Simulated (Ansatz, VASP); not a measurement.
**Two plane-wave programs on MgO**

```
CELL_PARAMETERS angstrom
0.00000 2.00175 2.10711
2.00175 0.00000 2.10711
2.00175 2.00175 0.00000
ATOMIC_POSITIONS crystal
Mg 0.00000 0.00000 0.00000
O 0.50000 0.50000 0.50000
```

Change from the starting cell: strain -0.050 along x and y, +0.000 along z, atoms carried along.

Alike in both runs: task single point; functional PBEsol; k mesh 10 × 10 × 10; occupations gaussian, width 0.05 eV; no spin polarisation.

|  | VASP | Ansatz |
| --- | --- | --- |
| version | VASP 6.6.1 | Ansatz 0.2.0 |
| potentials or method | VASP PAW PBE potentials, release 64 (Mg, O), cutoff 520 eV | scalar-relativistic, plane waves, PAW |
| valence electrons in the cell | 8 | 16 |

VASP gave:

| Quantity | Value |
| --- | --- |
| gap on the k mesh at the Fermi level (eV) | 5.60 |
| least direct gap on the mesh (eV) | 5.60 |
| pressure (GPa) | 20.8 |
| traceless stress, the component that is largest in VASP (GPa) | -11.23 |

Problem. What did Ansatz give for the same quantities?

Solution. gap on the k mesh at the Fermi level (eV): 5.59; least direct gap on the mesh (eV): 5.59; pressure (GPa): 21.1; traceless stress, the component that is largest in VASP (GPa): -11.10.

VASP's potentials were made for PBE, not for PBEsol. VASP's potentials hold 8 valence electrons a cell and Ansatz's 16, so a difference there can come from the potentials and not from the codes.
